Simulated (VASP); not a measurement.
# As (R-3m) in VASP: further runs

As is run at these levels: PBE; tasks: single point.

Program: VASP 6.6.1. These are calculated values, not measurements. Logs are shortened: lines on timing, memory, paths and dates and some standing lists are left out, and cuts for length are marked.

### 1 The cell of the first run

Symmetry: R-3m, No. 166, trigonal system. Conventional cell: a = 3.685 Å, b = 3.685 Å, c = 10.327 Å, α = 90.00°, β = 90.00°, γ = 120.00°. Within 3.2 Å of As (site symmetry 3m) lie 6 As at 2.46 to 3.07 Å.

### 2 Single point, PBE (volume scaled by 0.94)

Input file INCAR:

```
SYSTEM = As
ALGO = Normal ; EDIFF = 1E-6
ENCUT = 520 ; GGA = PE
ISIF = 2 ; ISMEAR = -1
LASPH = .True. ; LCHARG = .False.
LREAL = .False. ; LWAVE = .False.
NBANDS = 12 ; NELM = 80
PREC = Accurate ; SIGMA = 0.05
```

Input file KPOINTS:

```
k-points
0
Gamma
  9 9 9
  0 0 0
```

Input file POSCAR:

```
As
1.0
    1.8424025153      1.0637115881      3.4423263150
   -1.8424025153      1.0637115881      3.4423263150
    0.0000000000     -2.1274231763      3.4423263150
As
2
Direct
    0.2260000000      0.2260000000      0.2260000000
    0.7740000000      0.7740000000      0.7740000000
```

Potentials or basis: VASP PAW PBE potentials, release 64 (As).

The run is started by

```
$ cat potpaw_PBE.64/As/POTCAR > POTCAR
$ mpirun -np 1 vasp_std > vasp.out
```

OUTCAR:

```text
SYSTEM = As
   EDIFF = 1E-6
   ENCUT = 520
   GGA = PE
   ISIF = 2
   ISMEAR = -1
   LASPH = .True.
   LREAL = .False.
   NELM = 80
   PREC = Accurate

 ion  position               nearest neighbor table
   1  0.226  0.226  0.226-   2 2.46   2 2.46   2 2.46
   2  0.774  0.774  0.774-   1 2.46   1 2.46   1 2.46

  LATTYP: Found a trigonal (rhomboedric) cell.
 ALAT       =     4.0466702151
 COS(alpha) =     0.5854247172

  Lattice vectors:

 A1 = (   1.8424025153,   1.0637115881,   3.4423263150)
 A2 = (  -1.8424025153,   1.0637115881,   3.4423263150)
 A3 = (   0.0000000000,  -2.1274231763,   3.4423263150)

Analysis of symmetry for initial positions (statically):
=====================================================================
 Subroutine PRICEL returns:
 Original cell was already a primitive cell.

 Routine SETGRP: Setting up the symmetry group for a
 trigonal (rhombohedral) supercell.

 Subroutine GETGRP returns: Found 12 space group operations
 (whereof 12 operations were pure point group operations)
 out of a pool of 12 trial point group operations.

The static configuration has the point symmetry D_3d.

Analysis of symmetry for dynamics (positions and initial velocities):
=====================================================================
 Subroutine PRICEL returns:
 Original cell was already a primitive cell.

 Routine SETGRP: Setting up the symmetry group for a
 trigonal (rhombohedral) supercell.

 Subroutine GETGRP returns: Found 12 space group operations
 (whereof 12 operations were pure point group operations)
 out of a pool of 12 trial point group operations.

The dynamic configuration has the point symmetry D_3d.

 Subroutine INISYM returns: Found 12 space group operations
 (whereof 12 operations are pure point group operations),
 and found     1 'primitive' translations

----------------------------------------------------------------------------------------

                                     Primitive cell

  volume of cell :      40.4773

  direct lattice vectors                    reciprocal lattice vectors
     1.842402515  1.063711588  3.442326315     0.271384779  0.156684075  0.096833741
    -1.842402515  1.063711588  3.442326315    -0.271384779  0.156684075  0.096833741
     0.000000000 -2.127423176  3.442326315     0.000000000 -0.313368151  0.096833741

  length of vectors
     4.046670215  4.046670215  4.046670215     0.327988371  0.327988371  0.327988371

  position of ions in fractional coordinates (direct lattice)
     0.226000000  0.226000000  0.226000000
     0.774000000  0.774000000  0.774000000

  ion indices of the primitive-cell ions
   primitive index   ion index
                 1           1
                 2           2

----------------------------------------------------------------------------------------

 KPOINTS: k-points

Automatic generation of k-mesh.
 Grid dimensions read from file:
 generate k-points for:    9    9    9

 Generating k-lattice:

  Cartesian coordinates                     Fractional coordinates (reciprocal lattice)
     0.030153864  0.017409342  0.010759305     0.111111111 -0.000000000  0.000000000
    -0.030153864  0.017409342  0.010759305    -0.000000000  0.111111111  0.000000000
     0.000000000 -0.034818683  0.010759305     0.000000000  0.000000000  0.111111111

  Length of vectors
     0.036443152  0.036443152  0.036443152

  Shift w.r.t. Gamma in fractional coordinates (k-lattice)
     0.000000000  0.000000000  0.000000000

 Subroutine IBZKPT returns following result:
 ===========================================

 Found     85 irreducible k-points:

 Following reciprocal coordinates:
            Coordinates               Weight
  0.000000  0.000000  0.000000      1.000000
  0.111111 -0.000000 -0.000000      6.000000
  0.222222 -0.000000 -0.000000      6.000000
  0.333333  0.000000  0.000000      6.000000
  0.444444 -0.000000 -0.000000      6.000000
  0.111111  0.111111 -0.000000      6.000000
[... 16 lines left out ...]
 -0.333333  0.333333  0.000000      6.000000
  0.444444  0.444444  0.000000      6.000000
 [... further k-points ...]
   k-points           NKPTS =     85   k-points in BZ     NKDIM =     85   number of bands    NBANDS=     12
   number of dos      NEDOS =    301   number of ions     NIONS =      2
   total plane-waves  NPLWV =  27000
   dimension x,y,z NGX =    30 NGY =   30 NGZ =   30
   dimension x,y,z NGXF=    60 NGYF=   60 NGZF=   60
   ions per type =               2
   NGX,Y,Z   is equivalent  to a cutoff of  12.32, 12.32, 12.32 a.u.
   NGXF,Y,Z  is equivalent  to a cutoff of  24.65, 24.65, 24.65 a.u.
 SYSTEM =  As
   PREC   = accura    normal or accurate (medium, high low for compatibility)
   ISTART =      0    job   : 0-new  1-cont  2-samecut
   ICHARG =      2    charge: 1-file 2-atom 10-const
   ISPIN  =      1    spin polarized calculation?
   LNONCOLLINEAR =      F non collinear calculations
   LSORBIT =      F    spin-orbit coupling
   LASPH  =      T    aspherical Exc in radial PAW
   ENCUT  =  520.0 eV  38.22 Ry    6.18 a.u.   7.52  7.52  7.52*2*pi/ulx,y,z
   NELM   =     80;   NELMIN=  2; NELMDL= -5     # of ELM steps
   EDIFF  = 0.1E-05   stopping-criterion for ELM
   LREAL  =      F    real-space projection
   EDIFFG = 0.1E-04   stopping-criterion for IOM
   NSW    =      0    number of steps for IOM
   IBRION =     -1    ionic relax: 0-MD 1-quasi-New 2-CG
   NFREE  =      0    steps in history (QN), initial steepest desc. (CG)
   ISIF   =      2    stress and relaxation
   ISYM   =      2    0-nonsym 1-usesym 2-fastsym
   POTIM  = 0.5000    time-step for ionic-motion
   TEBEG  =    0.0;   TEEND  =   0.0 temperature during run
   PSTRESS=    0.0 pullay stress
   NELECT =      10.0000    total number of electrons
   NUPDOWN=      -1.0000    fix difference up-down
   EMIN   =  10.00;   EMAX   =-10.00  energy-range for DOS
   EFERMI =   0.00;   METHOD = LEGACY
   ISMEAR =    -1;   SIGMA  =   0.05  broadening in eV -4-tet -1-fermi 0-gaus
   EFERMI_NEDOS =   21; number of points for ismear=-14 and -15
   IALGO  =     38    algorithm
   IMIX   =      4    mixing-type and parameters
     AMIX     =   0.40;   BMIX     =  1.00
     AMIX_MAG =   1.60;   BMIX_MAG =  1.00
  volume/ion in A,a.u.               =      20.24       136.58
  Fermi-wavevector in a.u.,A,eV,Ry     =   1.027238  1.941198 14.357102  1.055217
  Thomas-Fermi vector in A             =   2.161172
   LORBIT       =      0    0 simple, 1 ext, 2 COOP (PROOUT), +10 PAW based schemes
   GGA     = PE    functional components
   LHFCALC =     F    Hartree Fock is set to
   AEXX    =    0.0000 exact exchange contribution
   IVDW    =     0    specifies the selected vdW correction
   LEPSILON=     F    determine dielectric tensor
   LRPA    =     F    only Hartree local field effects (RPA)
 non-spin polarized calculation
  energy-cutoff  :      520.00
  volume of cell :       40.48
 maximum number of plane-waves:      1111
 NGX is ok and might be reduce to    30
   NGX = 15   NGY = 15   NGZ = 15

 number of electron      10.0000000 magnetization

 number of electron       9.9999999 magnetization

 Free energy of the ion-electron system (eV)
  ---------------------------------------------------
  ext. energy  EPLUGINS =         0.00000000
  ---------------------------------------------------
  free energy    TOTEN  =        -9.21195414 eV

  energy without entropy =       -9.21057119  energy(sigma->0) =       -9.21126266

 E-fermi :   6.2801     XC(G=0): -10.2359

 val. band max:        6.2452771125   @ k =   0.4444   0.3333   0.3333
 cond. band min:       6.3035007207   @ k =   0.3333   0.2222   0.2222
 fundamental gap:      0.0582236083
 Fermi energy:         6.2800999408

 k-point     1 :       0.0000    0.0000    0.0000
  band No.  band energies     occupation
      1      -9.4802      2.00000
      2       0.7117      2.00000
      3       3.4850      2.00000
      4       3.9958      2.00000
      5       3.9958      2.00000
      6       7.7622      0.00000
      7       9.1695      0.00000
      8       9.1695      0.00000
      9      13.0307      0.00000
     10      13.0307      0.00000
     11      13.6582      0.00000
     12      14.9936      0.00000

 k-point     2 :       0.1111   -0.0000   -0.0000
  band No.  band energies     occupation
      1      -9.3043      2.00000
      2       0.0181      2.00000
      3       3.4871      2.00000
      4       3.8557      2.00000
      5       4.0198      2.00000
      6       8.0998      0.00000
      7       8.8980      0.00000
      8       9.0615      0.00000
      9      12.0250      0.00000
     10      12.8367      0.00000
     11      12.8531      0.00000
     12      16.1101      0.00000

 k-point     3 :       0.2222   -0.0000   -0.0000
  band No.  band energies     occupation
      1      -8.7815      2.00000
      2      -1.5385      2.00000
      3       3.2213      2.00000
      4       3.5496      2.00000
      5       4.5179      2.00000
      6       7.6388      0.00000
      7       8.4197      0.00000
      8       8.5779      0.00000
      9      12.0403      0.00000
     10      12.6364      0.00000
     11      13.5012      0.00000
     12      18.3947      0.00000
[... 286 lines left out ...]
 k-point    23 :      -0.3333    0.3333    0.0000
  band No.  band energies     occupation
      1      -5.5343      2.00000
      2      -5.3370      2.00000
      3      -0.2809      2.00000
      4       2.6937      2.00000
      5       2.7864      2.00000
      6       8.9422      0.00000
      7       8.9798      0.00000
      8      12.4122      0.00000
      9      12.7074      0.00000
     10      14.0969      0.00000
     11      16.4258      0.00000
     12      19.1298      0.00000

 k-point    24 :       0.4444    0.4444    0.0000
  band No.  band energies     occupation
      1      -6.6789      2.00000
      2      -3.5763      2.00000
      3       0.0098      2.00000
      4       1.7652      2.00000
      5       1.7675      2.00000
      6       7.4210      0.00000
      7      11.9270      0.00000
      8      13.2914      0.00000
      9      13.5162      0.00000
     10      16.7740      0.00000
     11      18.0738      0.00000
     12      19.4069      0.00000

 [... further k-points ...]
[... 5 lines left out ...]
  --------------------------------------------------------------------------------------
  -------------------------------------------------------------------------------------
  Total        2.7721438      2.7721438      2.0402821      0.0000000     -0.0000000      0.0000000
  in kB      109.7272888    109.7272888     80.7586614      0.0000000     -0.0000000      0.0000000
  external PRESSURE =     100.0710797 kB  Pullay stress =       0.0000000 kB

 VOLUME and BASIS-vectors are now :
 -----------------------------------------------------------------------------
  energy-cutoff  :      520.00
  volume of cell :       40.48
      direct lattice vectors                 reciprocal lattice vectors
     1.842402515  1.063711588  3.442326315     0.271384779  0.156684075  0.096833741
    -1.842402515  1.063711588  3.442326315    -0.271384779  0.156684075  0.096833741
     0.000000000 -2.127423176  3.442326315     0.000000000 -0.313368151  0.096833741

 POSITION                                       TOTAL-FORCE (eV/Angst)
 -----------------------------------------------------------------------------------
      0.00000     -0.00000      2.33390         0.000000     -0.000000      0.964836
      0.00000     -0.00000      7.99308         0.000000      0.000000     -0.964836
 -----------------------------------------------------------------------------------
    total drift:                                0.000000     -0.000000      0.000000

  FREE ENERGIE OF THE ION-ELECTRON SYSTEM (eV)
  ---------------------------------------------------
  free  energy   TOTEN  =        -9.2119541407 eV

  energy  without entropy=       -9.2105711867  energy(sigma->0) =       -9.21126266
```

Run time: 21 s. Hardware: 1 thread of Intel Xeon Platinum 8559C (Emerald Rapids), shared host; peak memory 0.18 GiB.

What came out:

| Property | Result |
| --- | --- |
| Free energy | -9.2120 eV |
| Pressure | 10.0 GPa |
| Largest force | 0.965 eV/Å |
| Band gap on the k mesh | zero (band 5 reaches 6.30 eV, above the bottom of band 6 at 6.14 eV) |

Forces on the atoms (eV/Å):
```
As   0.000  0.000  0.965
As   0.000  0.000 -0.965
```

[end of part 1 of 2]
